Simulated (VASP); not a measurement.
Write the native input for VASP 6.6.1 that does the following.

* Task: relaxation of cell and atoms
* Functional: PBE
* Potentials or basis: VASP PAW PBE potentials, release 64 (Ga_d, P)
* Cutoff: 600 eV
* k mesh: 12 × 12 × 8
* Occupations: gaussian, width 0.1 eV
* Spin: no spin polarisation
* Dipole correction: no
* Further INCAR settings: ALGO = Normal; EDIFF = 1e-06; IBRION = 2; EDIFFG = -0.01; NSW = 100; ISIF = 3

The structure of GaP lies in POSCAR:

```
GaP
1.0
    4.4549913337      0.0000000000      0.0000000000
   -2.2274956668      3.8581356686      0.0000000000
    0.0000000000      0.0000000000      5.7657968659
Ga P
2 2
Direct
    0.3333333333      0.6666666667      0.5000000000
    0.6666666667      0.3333333333      0.5000000000
    0.0000000000      0.0000000000      0.3026802344
    0.0000000000      0.0000000000      0.6973197656
```

The cell was generated, and may not be a known phase.

The input as run:

INCAR

```
  ALGO = Normal
  EDIFF = 1E-6
  EDIFFG = -0.01
  ENCUT = 600
  GGA = PE
  IBRION = 2
  ISIF = 3
  ISMEAR = 0
  LASPH = T
  LCHARG = F
  LREAL = F
  LWAVE = F
  NELM = 80
  NSW = 100
  PREC = Accurate
  SIGMA = 0.1
```

KPOINTS

```
k-points
0
Gamma
  12 12 8
```

Potentials or basis: VASP PAW PBE potentials, release 64 (Ga_d, P).

Command:

```console
$ cat potpaw_PBE.64/Ga_d/POTCAR potpaw_PBE.64/P/POTCAR > POTCAR
$ mpirun -np 1 vasp_std > vasp.out
```

It gave:

```
Relaxed volume                        : 25.57 Å³/atom
Relaxed cell                          : a = 4.560 Å, b = 4.560 Å, c = 5.680 Å, α = 90.00°, β = 90.00°, γ = 120.00°
Space group after relaxing (to 0.1 Å) : P6/mmm (No. 191)
Energy gained by relaxing             : 14.8 meV/atom
Ionic steps                           : 11
Pressure after relaxing               : 0.0 GPa
Largest force after relaxing          : 0.010 eV/Å
Band gap on the k mesh                : zero (bands 18 and 19 overlap by 1.13 eV)
```

Caveat: this functional lacks dispersion, which binds layers or chains, so the pressure and a relaxed spacing across them are unreliable.

It took 10 min on 1 thread of Intel(R) Xeon(R) 6975P-C (Granite Rapids), with other jobs on the host, peak memory 0.39 GiB.
